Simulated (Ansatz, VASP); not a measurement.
# Mg2CdSe3 in VASP and in Ansatz

```xyz
12
Lattice="4.3008 0.0000 0.0000 -2.1504 3.7246 0.0000 0.0000 0.0000 20.8766" Properties=species:S:1:pos:R:3 pbc="T T T"
Mg    2.1504    1.2415    3.4947
Mg    2.1504    1.2415   17.3330
Mg    0.0000    2.4831    6.8947
Mg    0.0000    2.4831   13.9330
Cd    2.1504    1.2415   10.4574
Cd    0.0000    2.4831    0.0191
Se    2.1504    1.2415    6.0949
Se    2.1504    1.2415   13.1396
Se    2.1504    1.2415   19.9390
Se    0.0000    2.4831    2.7013
Se    0.0000    2.4831    9.5007
Se    0.0000    2.4831   16.5332
```

Alike in both runs: functional PBE; k mesh 6 × 6 × 2; occupations gaussian, width 0.02 eV; no spin polarisation.

Ansatz relaxed the structure, and its values are those at the end. VASP's run is a single point on that final structure, the one shown.

|  | VASP | Ansatz |
| --- | --- | --- |
| version | VASP 6.6.1 | Ansatz 0.2.0 |
| potentials or method | VASP PAW PBE potentials, release 64 (Mg, Cd, Se), cutoff 520 eV | scalar-relativistic, plane waves, PAW |
| valence electrons in the cell | 68 | 176 |

```tsv
	VASP	Ansatz	Ansatz less VASP
gap on the k mesh at the Fermi level (eV)	1.54	1.55	+0.004
least direct gap on the mesh (eV)	1.54	1.55	+0.004
pressure (GPa)	0.1	0.0	-0.06
rms of the force components (eV/Å)	0.011	0.001	-0.0104
```

With one functional, cell and mesh, what is left measures potentials, basis and numerics. VASP's potentials hold 68 valence electrons a cell and Ansatz's 176, so a difference there can come from the potentials and not from the codes.
